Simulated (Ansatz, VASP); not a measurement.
**Two plane-wave programs on P**

Contents of INCAR:

```
SYSTEM = P
PREC = Accurate
ENCUT = 520
EDIFF = 1E-6
ISMEAR = -1
SIGMA = 0.05
LREAL = .False.
LASPH = .True.
NELM = 60
ALGO = Normal
ISIF = 2
LWAVE = .False.
LCHARG = .False.
GGA = RP
NBANDS = 18
```

Contents of KPOINTS:

```
Automatic mesh
0
Gamma
  9 9 6
  0 0 0
```

The input POSCAR:

```
P
1.0
    1.7282544372     -7.4743381308      0.0000000000
    1.7282544372      7.4743381308      0.0000000000
    0.0000000000      0.0000000000      4.9326946794
P
4
Direct
    0.0728398213      0.9271601787      0.9074116460
    0.5728398213      0.4271601787      0.5925883540
    0.9271601787      0.0728398213      0.0925883540
    0.4271601787      0.5728398213      0.4074116460
```

Input for Ansatz:

```yaml
crystal:
  lattice:
    - [1.7282544372, -7.4743381308, 0.0]
    - [1.7282544372, 7.4743381308, 0.0]
    - [0.0, 0.0, 4.9326946794]
  atoms:
    - { symbol: P, position: [0.0728398213, 0.9271601787, 0.907411646] }
    - { symbol: P, position: [0.5728398213, 0.4271601787, 0.592588354] }
    - { symbol: P, position: [0.9271601787, 0.0728398213, 0.092588354] }
    - { symbol: P, position: [0.4271601787, 0.5728398213, 0.407411646] }
hamiltonian:
  xc: rpbe
  pseudopotentials:
    kind: paw
    azcp:
      P: "pseudopotentials/P.paw.azcp"
basis:
  ecutwfc: 420
  fft_grid_basis: typed
kpoints:
  mp_grid: { grid: [9, 9, 6], shift: [0, 0, 0] }
magnetization:
  spin_polarized: false
scf:
  occupations: { method: fermi_dirac, width: 0.05 }
output:
  stress: true
```

Alike in both runs: task single point; functional RPBE; k mesh 9 × 9 × 6; occupations fermi-dirac, width 0.05 eV; no spin polarisation.

```csv
,VASP,Ansatz
version,VASP 6.6.1,Ansatz 0.2.0
potentials or method,"VASP PAW PBE potentials, release 64 (P), cutoff 520 eV","plane waves (420 eV) with PAW, scalar-relativistic"
valence electrons in the cell,20,20
```

|  | VASP | Ansatz | Ansatz less VASP |
| --- | --- | --- | --- |
| pressure (GPa) | -4.6 | -4.4 | +0.27 |
| traceless stress, the component that is largest in VASP (GPa) | 1.26 | 1.23 | -0.028 |

VASP's potentials were made for PBE, not for RPBE. With one functional, cell and mesh, what is left measures potentials, basis and numerics.
